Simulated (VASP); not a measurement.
A run of VASP 6.6.1:

The input INCAR:

```
PREC = Accurate ; ENCUT = 520
EDIFF = 1E-6 ; ISMEAR = -1
SIGMA = 0.05 ; LREAL = F
LASPH = T ; NELM = 80
ALGO = Normal ; ISIF = 2
LWAVE = F ; LCHARG = F
GGA = PE ; NBANDS = 8
```

KPOINTS

```
regular mesh
0
Gamma
  19 19 19
```

The input POSCAR:

```
Sb
1.0
   -1.4899500000      1.4899500000      2.4800000000
    1.4899500000     -1.4899500000      2.4800000000
    1.4899500000      1.4899500000     -2.4800000000
Sb
1
Direct
    0.0000000000      0.0000000000      0.0000000000
```

Potentials or basis: VASP PAW PBE potentials, release 64 (Sb).

The run is started by

```sh
$ cat potpaw_PBE.64/Sb/POTCAR > POTCAR
$ mpirun -np 1 vasp_std > vasp.out
```

Hardware: 1 thread of AMD EPYC 7R13, on a shared host.

Task: How long does it take, and how much memory?

Result: It took 96 s on 1 thread of AMD EPYC 7R13, with other jobs on the host, peak memory 0.19 GiB. Counts: scf iterations 9, k points 550.
